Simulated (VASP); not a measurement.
Runs of VASP 6.6.1 on La. The structure is that of space group P6_3/mmc (No. 194), or close to it. The cells are those of the table. 

| task | level | potentials or basis | cell | gap on the mesh (eV) | pressure (GPa) |
| --- | --- | --- | --- | --- | --- |
| single point | PBE | VASP PAW PBE potentials, release 64 (La) | a = 3.750, b = 3.750, c = 6.070 Å, angles 90.0, 90.0, 120.0°, 2 atoms | none | (a) |
| single point | PBEsol | VASP PAW PBE potentials, release 64 (La) | a = 3.750, b = 3.750, c = 6.070 Å, angles 90.0, 90.0, 120.0°, 2 atoms | none | -1.7 |
| single point | LDA | VASP PAW LDA potentials, release 64 (La) | a = 3.699, b = 3.699, c = 5.988 Å, angles 90.0, 90.0, 120.0°, 2 atoms | none | -2.2 |
| electric field gradients | PBEsol | VASP PAW PBE potentials, release 64 (La) | a = 3.750, b = 3.750, c = 6.070 Å, angles 90.0, 90.0, 120.0°, 2 atoms | none | -1.7 |
| electric field gradients | r2SCAN | VASP PAW PBE potentials, release 64 (La) | a = 3.750, b = 3.750, c = 6.070 Å, angles 90.0, 90.0, 120.0°, 2 atoms | none | 0.7 |

Alike in all rows: no spin polarisation; k mesh 11 × 11 × 6; cutoff (eV) 520; smearing fermi-dirac 0.05 eV.

Problem. Fill in the values left out.

Solution. (a) 0.5.

Caveats: spin-orbit coupling is left out, which moves the levels of the heavy elements; the PAW data sets were made with another functional, which shifts forces and pressure a little (at least some runs).

A k mesh can miss the band edges, and the runs leave out spin-orbit coupling on La.

A gap of «none» marks levels without a gap at the run's occupations.
